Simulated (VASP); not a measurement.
# RbHg6 (Fm-3m) in VASP: relaxation of cell and atoms with PBE

Aim: the relaxation of cell and atoms of RbHg6 with PBE.

All numbers are computed with VASP 6.6.1; they aren't measurements. Logs are shortened: lines on timing, memory, paths and dates and some standing lists are left out, and cuts for length are marked.

### 1 The cell of the first run

The structure is cubic, space group Fm-3m (No. 225). The conventional cell has a = 10.176 Å, b = 10.176 Å, c = 10.176 Å, α = 90.00°, β = 90.00°, γ = 90.00°. Within 4.7 Å of Rb (site symmetry m-3m) lie 12 Hg at 3.60 Å. Within 4.7 Å of Hg (site symmetry mmm) lie 8 Hg at 3.60 Å and 2 Rb at 3.60 Å.

The cell was built from a structure type or drawn by symmetry, and may not be a known phase.

### 2 Relaxation of cell and atoms, PBE

File INCAR:

```
ALGO = Normal
EDIFF = 1E-7
EDIFFG = -0.01
ENCUT = 500
GGA = PE
GGA_COMPAT = F
IBRION = 2
ISIF = 3
ISMEAR = 0
LASPH = T
LCHARG = F
LREAL = F
LWAVE = F
NELM = 120
NELMIN = 4
NSW = 100
PREC = Accurate
SIGMA = 0.1
```

File KPOINTS:

```
k-points
0
Gamma
  6 6 6
```

File POSCAR:

```
RbHg6
1.0
    0.0000000000      5.0880842225      5.0880842225
    5.0880842225      0.0000000000      5.0880842225
    5.0880842225      5.0880842225      0.0000000000
Rb Hg
1 6
Direct
    0.0000000000      0.0000000000      0.0000000000
    0.5000000000      0.5000000000      0.0000000000
    0.5000000000      0.0000000000      0.5000000000
    0.0000000000      0.0000000000      0.5000000000
    0.0000000000      0.5000000000      0.0000000000
    0.0000000000      0.5000000000      0.5000000000
    0.5000000000      0.0000000000      0.0000000000
```

Potentials or basis: VASP PAW PBE potentials, release 64 (Rb_sv, Hg_sv_GW).

On the command line:

```bash
$ cat potpaw_PBE.64/Rb_sv/POTCAR potpaw_PBE.64/Hg_sv_GW/POTCAR > POTCAR
$ mpirun -np 1 vasp_std > vasp.out
```

OUTCAR:

```text
EDIFF = 1E-7
   EDIFFG = -0.01
   ENCUT = 500
   GGA = PE
   IBRION = 2
   ISIF = 3
   ISMEAR = 0
   LASPH = T
   LREAL = F
   NELM = 120
   NELMIN = 4
   NSW = 100
   PREC = Accurate

 ion  position               nearest neighbor table
   1  0.000  0.000  0.000-   4 3.60   5 3.60   7 3.60   3 3.60   4 3.60   6 3.60   2 3.60   5 3.60
                             6 3.60   2 3.60   3 3.60   7 3.60
   2  0.500  0.500  0.000-   1 3.60   1 3.60
   3  0.500  0.000  0.500-   1 3.60   1 3.60
   4  0.000  0.000  0.500-   1 3.60   1 3.60
   5  0.000  0.500  0.000-   1 3.60   1 3.60
   6  0.000  0.500  0.500-   1 3.60   1 3.60
   7  0.500  0.000  0.000-   1 3.60   1 3.60

  LATTYP: Found a face centered cubic cell.
 ALAT       =    10.1761684450

  Lattice vectors:

 A1 = (   0.0000000000,   5.0880842225,   5.0880842225)
 A2 = (   5.0880842225,   0.0000000000,   5.0880842225)
 A3 = (   5.0880842225,   5.0880842225,   0.0000000000)

Analysis of symmetry for initial positions (statically):
=====================================================================
 Subroutine PRICEL returns:
 Original cell was already a primitive cell.

 Routine SETGRP: Setting up the symmetry group for a
 face centered cubic supercell.

 Subroutine GETGRP returns: Found 48 space group operations
 (whereof 48 operations were pure point group operations)
 out of a pool of 48 trial point group operations.

The static configuration has the point symmetry O_h .

Analysis of symmetry for dynamics (positions and initial velocities):
=====================================================================
 Subroutine PRICEL returns:
 Original cell was already a primitive cell.

 Routine SETGRP: Setting up the symmetry group for a
 face centered cubic supercell.

 Subroutine GETGRP returns: Found 48 space group operations
 (whereof 48 operations were pure point group operations)
 out of a pool of 48 trial point group operations.

The dynamic configuration has the point symmetry O_h .

 Subroutine INISYM returns: Found 48 space group operations
 (whereof 48 operations are pure point group operations),
 and found     1 'primitive' translations

----------------------------------------------------------------------------------------

                                     Primitive cell

  volume of cell :     263.4468

  direct lattice vectors                    reciprocal lattice vectors
     0.000000000  5.088084223  5.088084223    -0.098268814  0.098268814  0.098268814
     5.088084223  0.000000000  5.088084223     0.098268814 -0.098268814  0.098268814
     5.088084223  5.088084223  0.000000000     0.098268814  0.098268814 -0.098268814

  length of vectors
     7.195637714  7.195637714  7.195637714     0.170206578  0.170206578  0.170206578

  position of ions in fractional coordinates (direct lattice)
     0.000000000  0.000000000  0.000000000
     0.500000000  0.500000000  0.000000000
     0.500000000  0.000000000  0.500000000
     0.000000000  0.000000000  0.500000000
     0.000000000  0.500000000  0.000000000
     0.000000000  0.500000000  0.500000000
     0.500000000  0.000000000  0.000000000

  ion indices of the primitive-cell ions
   primitive index   ion index
                 1           1
                 2           2
                 3           3
                 4           4
                 5           5
                 6           6
                 7           7

----------------------------------------------------------------------------------------

 KPOINTS: k-points

Automatic generation of k-mesh.
 Grid dimensions read from file:
 generate k-points for:    6    6    6

 Generating k-lattice:

  Cartesian coordinates                     Fractional coordinates (reciprocal lattice)
    -0.016378136  0.016378136  0.016378136     0.166666667  0.000000000  0.000000000
     0.016378136 -0.016378136  0.016378136     0.000000000  0.166666667  0.000000000
     0.016378136  0.016378136 -0.016378136     0.000000000  0.000000000  0.166666667

  Length of vectors
     0.028367763  0.028367763  0.028367763

  Shift w.r.t. Gamma in fractional coordinates (k-lattice)
     0.000000000  0.000000000  0.000000000

 Subroutine IBZKPT returns following result:
 ===========================================

 Found     16 irreducible k-points:

 Following reciprocal coordinates:
            Coordinates               Weight
  0.000000  0.000000  0.000000      1.000000
  0.166667  0.000000  0.000000      8.000000
  0.333333  0.000000  0.000000      8.000000
  0.500000  0.000000  0.000000      4.000000
  0.166667  0.166667  0.000000      6.000000
  0.333333  0.166667  0.000000     24.000000
[... 8 lines left out ...]
 -0.333333  0.333333  0.166667     24.000000
 -0.333333  0.500000  0.166667     12.000000
   k-points           NKPTS =     16   k-points in BZ     NKDIM =     16   number of bands    NBANDS=     77
   number of dos      NEDOS =    301   number of ions     NIONS =      7
   total plane-waves  NPLWV = 157464
   dimension x,y,z NGX =    54 NGY =   54 NGZ =   54
   dimension x,y,z NGXF=   108 NGYF=  108 NGZF=  108
   ions per type =               1   6
   NGX,Y,Z   is equivalent  to a cutoff of  12.48, 12.48, 12.48 a.u.
   NGXF,Y,Z  is equivalent  to a cutoff of  24.95, 24.95, 24.95 a.u.
 SYSTEM =  unknown system
   PREC   = accura    normal or accurate (medium, high low for compatibility)
   ISTART =      0    job   : 0-new  1-cont  2-samecut
   ICHARG =      2    charge: 1-file 2-atom 10-const
   ISPIN  =      1    spin polarized calculation?
   LNONCOLLINEAR =      F non collinear calculations
   LSORBIT =      F    spin-orbit coupling
   LASPH  =      T    aspherical Exc in radial PAW
   ENCUT  =  500.0 eV  36.75 Ry    6.06 a.u.  13.12 13.12 13.12*2*pi/ulx,y,z
   NELM   =    120;   NELMIN=  4; NELMDL= -5     # of ELM steps
   EDIFF  = 0.1E-06   stopping-criterion for ELM
   LREAL  =      F    real-space projection
   EDIFFG = -.1E-01   stopping-criterion for IOM
   NSW    =    100    number of steps for IOM
   IBRION =      2    ionic relax: 0-MD 1-quasi-New 2-CG
   NFREE  =      1    steps in history (QN), initial steepest desc. (CG)
   ISIF   =      3    stress and relaxation
   ISYM   =      2    0-nonsym 1-usesym 2-fastsym
   POTIM  = 0.5000    time-step for ionic-motion
   TEBEG  =    0.0;   TEEND  =   0.0 temperature during run
   PSTRESS=    0.0 pullay stress
   NELECT =     129.0000    total number of electrons
   NUPDOWN=      -1.0000    fix difference up-down
   EMIN   =  10.00;   EMAX   =-10.00  energy-range for DOS
   EFERMI =   0.00;   METHOD = LEGACY
   ISMEAR =     0;   SIGMA  =   0.10  broadening in eV -4-tet -1-fermi 0-gaus
   EFERMI_NEDOS =   21; number of points for ismear=-14 and -15
   IALGO  =     38    algorithm
   IMIX   =      4    mixing-type and parameters
     AMIX     =   0.40;   BMIX     =  1.00
     AMIX_MAG =   1.60;   BMIX_MAG =  1.00
  volume/ion in A,a.u.               =      37.64       253.98
  Fermi-wavevector in a.u.,A,eV,Ry     =   1.290349  2.438406 22.653699  1.665000
  Thomas-Fermi vector in A             =   2.422186
   LORBIT       =      0    0 simple, 1 ext, 2 COOP (PROOUT), +10 PAW based schemes
   GGA     = PE    functional components
   LHFCALC =     F    Hartree Fock is set to
   AEXX    =    0.0000 exact exchange contribution
   IVDW    =     0    specifies the selected vdW correction
   LEPSILON=     F    determine dielectric tensor
   LRPA    =     F    only Hartree local field effects (RPA)
 conjugate gradient relaxation of ions
 non-spin polarized calculation
 Gauss-broadening in eV      SIGMA  =   0.10
  energy-cutoff  :      500.00
  volume of cell :      263.45
 maximum number of plane-waves:      6735
 NGX is ok and might be reduce to    54
   NGX = 27   NGY = 27   NGZ = 27

--------------------------------------- Ionic step        1  -------------------------------------------

 number of electron     129.0000037 magnetization

 Free energy of the ion-electron system (eV)
  ---------------------------------------------------
  ext. energy  EPLUGINS =         0.00000000
  ---------------------------------------------------
  free energy    TOTEN  =        -2.69096434 eV

  energy without entropy =       -2.67050743  energy(sigma->0) =       -2.68073588

------------------------ aborting loop because EDIFF is reached ----------------------------------------

  FORCE on cell =-STRESS in cart. coord.  units (eV):
  Direction    XX          YY          ZZ          XY          YZ          ZX
  --------------------------------------------------------------------------------------
  -------------------------------------------------------------------------------------
  Total       -1.1310360     -1.1310360     -1.1310360      0.0000000     -0.0000000     -0.0000000
  in kB       -6.8785061     -6.8785061     -6.8785061      0.0000000     -0.0000000     -0.0000000
  external PRESSURE =      -6.8785061 kB  Pullay stress =       0.0000000 kB
[... 67 lines left out ...]
  energy  without entropy=       -2.6916014399  energy(sigma->0) =       -2.70155097

--------------------------------------- Ionic step        3  -------------------------------------------

 number of electron     128.9999940 magnetization

 Free energy of the ion-electron system (eV)
  ---------------------------------------------------
  ext. energy  EPLUGINS =         0.00000000
  ---------------------------------------------------
  free energy    TOTEN  =        -2.72026517 eV

  energy without entropy =       -2.70116793  energy(sigma->0) =       -2.71071655

 E-fermi :   2.9610     XC(G=0):  -8.7709

 val. band max:        2.9478490205   @ k =   0.5000   0.0000   0.0000
 cond. band min:       3.0137590262   @ k =  -0.3333   0.5000   0.1667
 fundamental gap:      0.0659100058
 Fermi energy:         2.9610322658

 k-point     1 :       0.0000    0.0000    0.0000
  band No.  band energies     occupation
      1    -112.0788      2.00000
      2    -112.0787      2.00000
      3    -112.0787      2.00000
      4    -112.0787      2.00000
      5    -112.0786      2.00000
      6    -112.0786      2.00000
[... 1253 lines left out ...]
     75       7.5903      0.00000
     76       8.0673      0.00000
 [bands above 76 left out]

------------------------ aborting loop because EDIFF is reached ----------------------------------------

  FORCE on cell =-STRESS in cart. coord.  units (eV):
  Direction    XX          YY          ZZ          XY          YZ          ZX
  --------------------------------------------------------------------------------------
  -------------------------------------------------------------------------------------
  Total        0.0336438      0.0336438      0.0336438     -0.0000000      0.0000000     -0.0000000
  in kB        0.2157778      0.2157778      0.2157778     -0.0000000      0.0000000     -0.0000000
  external PRESSURE =       0.2157778 kB  Pullay stress =       0.0000000 kB
[... 22 lines left out ...]
  FREE ENERGIE OF THE ION-ELECTRON SYSTEM (eV)
  ---------------------------------------------------
  free  energy   TOTEN  =        -2.7202651710 eV

  energy  without entropy=       -2.7011679266  energy(sigma->0) =       -2.71071655

 reached required accuracy - stopping structural energy minimisation
```

Run time: 13 min. Hardware: 1 thread of Intel Xeon 6975P-C (Granite Rapids), shared host; peak memory 0.56 GiB.

Results:

| Quantity | Value |
| --- | --- |
| Free energy | -2.7203 eV |
| Relaxed volume | 35.69 Å³/atom |
| Relaxed cell | a = 7.069 Å, b = 7.069 Å, c = 7.069 Å, α = 60.00°, β = 60.00°, γ = 60.00° |
| Space group after relaxing (to 0.1 Å) | Fm-3m (No. 225) |
| Energy gained by relaxing | 4.2 meV/atom |
| Ionic steps | 3 |
| Pressure after relaxing | 0.0 GPa |
| Band gap on the k mesh | zero (an odd number of electrons rules out a gap without spin polarisation) |

Step by step:
```tsv
step	energy change (eV)	largest force (eV/Å)	pressure (GPa)	volume (Å³)
1	0.0000	0.0000	-0.69	263.45
2	-0.0205	0.0000	-0.39	257.33
3	-0.0293	0.0000	0.02	249.81
```

Final structure:
```
Rb Hg
1.0
     0.00000    4.99873    4.99873
     4.99873    0.00000    4.99873
     4.99873    4.99873    0.00000
Rb Hg
1 6
Direct
  0.00000 0.00000 0.00000
  0.50000 0.50000 0.00000
  0.50000 0.00000 0.50000
  0.00000 0.00000 0.50000
  0.00000 0.50000 0.00000
  0.00000 0.50000 0.50000
  0.50000 0.00000 0.00000
```

Levels at points of the mesh, in eV from the Fermi level:
```tsv
k point	band 62	band 63	band 64	band 65	band 66	band 67	band 68	band 69
(0.00, 0.00, 0.00)	-3.07	-1.47	-1.47	-1.14	0.20	0.20	0.20	0.79
(0.50, 0.00, 0.00)	-2.89	-2.72	-2.72	-0.47	-0.01	1.64	1.64	2.18
(0.50, 0.50, 0.00)	-3.63	-3.63	-1.25	-0.59	1.45	1.45	2.62	2.85
```

Caveat: spin-orbit coupling is left out, which moves the levels of the heavy elements.
